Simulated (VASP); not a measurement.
# KNd2Sb3 in VASP: notebook, part 2 of 2

VASP 6.6.1.

## Step 3: Single point, PBE

This run uses another cell than the first one, of 32.06 Å³/atom.

Input file INCAR:

```
PREC = Accurate
ENCUT = 500
EDIFF = 1E-6
ISMEAR = 0
SIGMA = 0.2
LREAL = False
LASPH = True
NELM = 200
ALGO = Normal
ISIF = 2
LWAVE = False
LCHARG = True
GGA = PE
LELF = True
LVHAR = True
NBANDS = 32
GGA_COMPAT = False
LMAXMIX = 6
```

Input file KPOINTS:

```
Automatic mesh
0
Gamma
  4 4 2
```

Input file POSCAR:

```
KNd2Sb3
1.0
    5.8239634301      0.0000000000      0.0000000000
   -2.9119817150      5.0437002812      0.0000000000
    0.0000000000      0.0000000000      6.5481495349
K Nd Sb
1 2 3
Direct
    0.0000000000      0.0000000000      0.9067652525
    0.3333333333      0.6666666667      0.4140071409
    0.6666666667      0.3333333333      0.4140071409
    0.3333333333      0.6666666667     -0.0855488077
    0.6666666667      0.3333333333     -0.0855488077
    0.0000000000      0.0000000000      0.4076558510
```

Potentials or basis: VASP PAW PBE potentials, release 64 (K_sv, Nd_3, Sb), 4f in core.

Launch:

```bash
$ cat potpaw_PBE.64/K_sv/POTCAR potpaw_PBE.64/Nd_3/POTCAR potpaw_PBE.64/Sb/POTCAR > POTCAR
$ mpirun -np 1 vasp_std > vasp.out
```

OUTCAR:

```text
PREC = Accurate
   ENCUT = 500
   EDIFF = 1E-6
   ISMEAR = 0
   LREAL = False
   LASPH = True
   NELM = 200
   ISIF = 2
   GGA = PE

 ion  position               nearest neighbor table
   1  0.000  0.000  0.907-   6 3.27   6 3.28   5 3.36   4 3.36   4 3.36   5 3.36   5 3.36   4 3.36

   2  0.333  0.667  0.414-   4 3.27   4 3.28   3 3.36   3 3.36   3 3.36   6 3.36   6 3.36   6 3.36

   3  0.667  0.333  0.414-   5 3.27   5 3.28   2 3.36   2 3.36   2 3.36   6 3.36   6 3.36   6 3.36

   4  0.333  0.667  0.914-   2 3.27   2 3.28   5 3.36   5 3.36   5 3.36   1 3.36   1 3.36   1 3.36
[... 472 lines left out ...]
  -------------------------------------------------------------------------------------
  Total        0.0657487      0.0657487      0.2060692      0.0000000      0.0000000      0.0000000
  in kB        0.5476604      0.5476604      1.7164739      0.0000000      0.0000000      0.0000000
  external PRESSURE =       0.9372649 kB  Pullay stress =       0.0000000 kB

 VOLUME and BASIS-vectors are now :
 -----------------------------------------------------------------------------
  energy-cutoff  :      500.00
  volume of cell :      192.35
      direct lattice vectors                 reciprocal lattice vectors
     5.823963430  0.000000000  0.000000000     0.171704375  0.099133567  0.000000000
    -2.911981715  5.043700281  0.000000000     0.000000000  0.198267134  0.000000000
     0.000000000  0.000000000  6.548149535     0.000000000  0.000000000  0.152714900

 POSITION                                       TOTAL-FORCE (eV/Angst)
 -----------------------------------------------------------------------------------
      0.00000      0.00000      5.93763         0.000000     -0.000000      0.026297
     -0.00000      3.36247      2.71098        -0.000000      0.000000     -0.011665
      2.91198      1.68123      2.71098         0.000000     -0.000000     -0.011665
     -0.00000      3.36247      5.98796        -0.000000      0.000000     -0.011585
      2.91198      1.68123      5.98796         0.000000     -0.000000     -0.011585
      0.00000      0.00000      2.66939         0.000000     -0.000000      0.020203
 -----------------------------------------------------------------------------------
    total drift:                               -0.000000     -0.000000     -0.000070

  FREE ENERGIE OF THE ION-ELECTRON SYSTEM (eV)
  ---------------------------------------------------
  free  energy   TOTEN  =       -24.7399694466 eV

  energy  without entropy=      -24.6270589843  energy(sigma->0) =      -24.68351422
```

OSZICAR:

```text
N       E                     dE             d eps       ncg     rms          rms(c)
DAV:   1     0.327811845293E+03    0.32781E+03   -0.18330E+04   512   0.120E+03
DAV:   2    -0.582961758018E-01   -0.32787E+03   -0.31772E+03   584   0.307E+02
DAV:   3    -0.236008463635E+02   -0.23543E+02   -0.22969E+02   808   0.694E+01
DAV:   4    -0.250382055116E+02   -0.14374E+01   -0.14226E+01   784   0.149E+01
DAV:   5    -0.250982604045E+02   -0.60055E-01   -0.60038E-01   728   0.279E+00    0.915E+00
DAV:   6    -0.248290097984E+02    0.26925E+00   -0.65885E-01   696   0.293E+00    0.571E+00
DAV:   7    -0.247678368518E+02    0.61173E-01   -0.37485E-01   632   0.234E+00    0.235E+00
DAV:   8    -0.247392832890E+02    0.28554E-01   -0.12593E-01   736   0.131E+00    0.536E-01
DAV:   9    -0.247397204795E+02   -0.43719E-03   -0.77193E-03   784   0.339E-01    0.258E-01
DAV:  10    -0.247399428998E+02   -0.22242E-03   -0.92873E-04   664   0.171E-01    0.410E-02
DAV:  11    -0.247399614934E+02   -0.18594E-04   -0.50725E-05   840   0.345E-02    0.220E-02
DAV:  12    -0.247399695137E+02   -0.80202E-05   -0.13588E-05   616   0.207E-02    0.639E-03
DAV:  13    -0.247399694466E+02    0.67007E-07   -0.80627E-07   392   0.440E-03
   1 F= -.24739969E+02 E0= -.24683514E+02  d E =-.112910E+00
```

stdout:

```text
POSCAR found type information on POSCAR K NdSb
 POSCAR found :  3 types and       6 ions
 scaLAPACK will be used
 LDA part: xc-table for (Slater+PW92), standard interpolation
 POSCAR, INCAR and KPOINTS ok, starting setup
 FFT: planning ... GRIDC
 FFT: planning ... GRID_SOFT
 FFT: planning ... GRID
 WAVECAR not read
 entering main loop
```

Wall time 49 s (1 thread of Intel Xeon 6975P-C (Granite Rapids), shared host); peak memory 0.27 GiB.

Results:

| Quantity | Value |
| --- | --- |
| Free energy | -24.7400 eV |
| Pressure | 0.1 GPa |
| Largest force | 0.026 eV/Å |
| Band gap on the k mesh | zero (bands 23 and 24 overlap by 0.72 eV) |

Forces on the atoms (eV/Å):
```
K    0.000  0.000  0.026
Nd   0.000  0.000 -0.012
Nd   0.000  0.000 -0.012
Sb   0.000  0.000 -0.012
Sb   0.000  0.000 -0.012
Sb   0.000  0.000  0.020
```

Stress tensor (GPa, compression positive):
```
0.05 0.00 0.00
0.00 0.05 0.00
0.00 0.00 0.17
```

Caveat: the k points lie up to 0.48 Å⁻¹ apart, too coarse for converged energies and pressures of a metal; spin-orbit coupling is left out, which moves the levels of the heavy elements; the 4f electrons are frozen in the core, so they carry no moment and show no levels. Spin polarisation is off, so any magnetic state and its effect on volume and gap are missing.

## Step 4: Single point, PBE

This run uses another cell than the first one, of 32.18 Å³/atom.

Input file INCAR:

```
SYSTEM = KNd2Sb3
ALGO     = Normal         ! electronic algorithm
EDIFF    = 1E-6           ! SCF threshold, eV
ENCUT    = 500            ! plane-wave cutoff, eV
GGA      = PE             ! functional
GGA_COMPAT= .FALSE.      
ISIF     = 2              ! what is computed and relaxed
ISMEAR   = 0              ! smearing method
LASPH    = .TRUE.         ! aspherical terms in the spheres
LCHARG   = .TRUE.         ! write CHGCAR
LELF     = .TRUE.         ! ELF
LMAXMIX  = 6              ! l up to which the mixer works
LREAL    = .FALSE.        ! projectors in reciprocal space
LVHAR    = .TRUE.       
LWAVE    = .FALSE.        ! write WAVECAR
NBANDS   = 32             ! bands
NELM     = 200            ! most SCF steps
PREC     = Accurate       ! precision mode
SIGMA    = 0.2            ! smearing width, eV
```

Input file KPOINTS:

```
k-points
0
G
  4 4 2
  0 0 0
```

Input file POSCAR:

```
KNd2Sb3
1.0
    5.8386822222      0.0000000000      0.0000000000
   -2.9193411111      5.0564471290      0.0000000000
    0.0000000000      0.0000000000      6.5397946668
K Nd Sb
1 2 3
Direct
    0.0000000000      0.0000000000      0.5000000000
    0.3333333333      0.6666666667      0.0000000000
    0.6666666667      0.3333333333      0.0000000000
    0.3333333333      0.6666666667      0.5000000000
    0.6666666667      0.3333333333      0.5000000000
    0.0000000000      0.0000000000      0.0000000000
```

Launch:

```bash
$ cat potpaw_PBE.64/K_sv/POTCAR potpaw_PBE.64/Nd_3/POTCAR potpaw_PBE.64/Sb/POTCAR > POTCAR
$ mpirun -np 1 vasp_std > vasp.out
```

Run time: 50 s. Hardware: 1 thread of Intel Xeon 6975P-C (Granite Rapids), shared host; peak memory 0.33 GiB.

The run converged. Its results:

- Free energy: -24.7402 eV
- Pressure: -0.1 GPa
- Band gap on the k mesh: zero (bands 23 and 24 overlap by 0.72 eV)

Stress tensor (GPa, compression positive):
```
-0.22  0.00  0.00
 0.00 -0.22  0.00
 0.00  0.00  0.29
```

Levels at points of the mesh, in eV from the Fermi level:
```
           k point  band 21  band 22  band 23  band 24  band 25  band 26
(0.00, 0.00, 0.00)     0.03     0.14     0.14     0.35     0.55     0.81
(0.50, 0.00, 0.00)    -1.85    -0.51    -0.43    -0.32     1.01     1.24
(0.00, 0.00, 0.50)    -1.42    -1.33     0.05     0.05     0.62     1.17
(0.50, 0.00, 0.50)    -2.08    -0.65    -0.42     0.39     0.82     0.96
```

Caveat: the k points lie up to 0.48 Å⁻¹ apart, too coarse for converged energies and pressures of a metal; spin-orbit coupling is left out, which moves the levels of the heavy elements; the 4f electrons are frozen in the core, so they carry no moment and show no levels. Spin polarisation is off, so any magnetic state and its effect on volume and gap are missing.

## Step 5: Single point, PBE

This run uses another cell than the first one, of 37.34 Å³/atom.

Input file INCAR:

```
SYSTEM = KNd2Sb3
  PREC = Accurate
  ENCUT = 500
  EDIFF = 1E-6
  ISMEAR = 0
  SIGMA = 0.2
  LREAL = .False.
  LASPH = .True.
  NELM = 200
  ALGO = Normal
  ISIF = 2
  LWAVE = .False.
  LCHARG = .True.
  GGA = PE
  LELF = .True.
  LVHAR = .True.
  NBANDS = 32
  GGA_COMPAT = .False.
  LMAXMIX = 6
```

Input file KPOINTS:

```
regular mesh
0
Gamma
  3 3 4
  0 0 0
```

Input file POSCAR:

```
KNd2Sb3
1.0
    7.5884017979      0.0000000000      0.0000000000
   -3.7942008990      6.5717487311      0.0000000000
    0.0000000000      0.0000000000      4.4930848659
K Nd Sb
1 2 3
Direct
    0.0000000000      0.0000000000      0.0000000000
    0.3333333333      0.6666666667      0.0000000000
    0.6666666667      0.3333333333      0.0000000000
    0.5000000000      0.0000000000      0.5000000000
    0.5000000000      0.5000000000      0.5000000000
    0.0000000000      0.5000000000      0.5000000000
```

Launch:

```bash
$ cat potpaw_PBE.64/K_sv/POTCAR potpaw_PBE.64/Nd_3/POTCAR potpaw_PBE.64/Sb/POTCAR > POTCAR
$ mpirun -np 1 vasp_std > vasp.out
```

Run time: 38 s. Hardware: 1 thread of Intel Xeon 6975P-C (Granite Rapids), shared host; peak memory 0.35 GiB.

It converged, with:

* Free energy: -27.2073 eV
* Pressure: 0.3 GPa
* Band gap on the k mesh: zero (bands 23 and 24 overlap by 1.47 eV)

Stress tensor (GPa, compression positive):
```
0.26 0.00 0.00
0.00 0.26 0.00
0.00 0.00 0.51
```

Levels at points of the mesh, in eV from the Fermi level:
| k point | band 19 | band 20 | band 21 | band 22 | band 23 | band 24 | band 25 | band 26 | band 27 | band 28 |
| --- | --- | --- | --- | --- | --- | --- | --- | --- | --- | --- |
| (0.00, 0.00, 0.00) | -1.64 | -1.64 | -0.74 | -0.38 | 0.70 | 0.70 | 0.98 | 1.50 | 1.50 | 1.57 |
| (0.00, 0.00, 0.50) | -2.58 | -2.04 | -2.04 | 0.43 | 0.43 | 0.76 | 0.76 | 1.45 | 2.17 | 2.65 |

Caveat: spin-orbit coupling is left out, which moves the levels of the heavy elements; the 4f electrons are frozen in the core, so they carry no moment and show no levels.

## Step 6: The runs side by side

```tsv
cell	k mesh	gap on the mesh (eV)	pressure (GPa)
a = 5.884, b = 5.884, c = 6.529 Å, angles 90.0, 90.0, 120.0°, 6 atoms, atomic positions A	3 × 3 × 3	none	0.1
a = 5.824, b = 5.824, c = 6.548 Å, angles 90.0, 90.0, 120.0°, 6 atoms, atomic positions B	4 × 4 × 2	none	0.1
a = 5.839, b = 5.839, c = 6.540 Å, angles 90.0, 90.0, 120.0°, 6 atoms, atomic positions A	4 × 4 × 2	none	-0.1
a = 7.588, b = 7.588, c = 4.493 Å, angles 90.0, 90.0, 120.0°, 6 atoms, atomic positions C	3 × 3 × 4	none	0.3
```

Alike in all rows: task single point; level PBE; potentials or basis VASP PAW PBE potentials, release 64 (K_sv, Nd_3, Sb), 4f in core; no spin polarisation; cutoff (eV) 500; smearing gaussian 0.2 eV.

Caveats: some runs use coarse meshes; spin-orbit coupling is left out, which moves the levels of the heavy elements; the 4f electrons are frozen in the core, so they carry no moment and show no levels.

Total energies depend on the potentials used, so only differences within one code and one set of settings carry meaning.
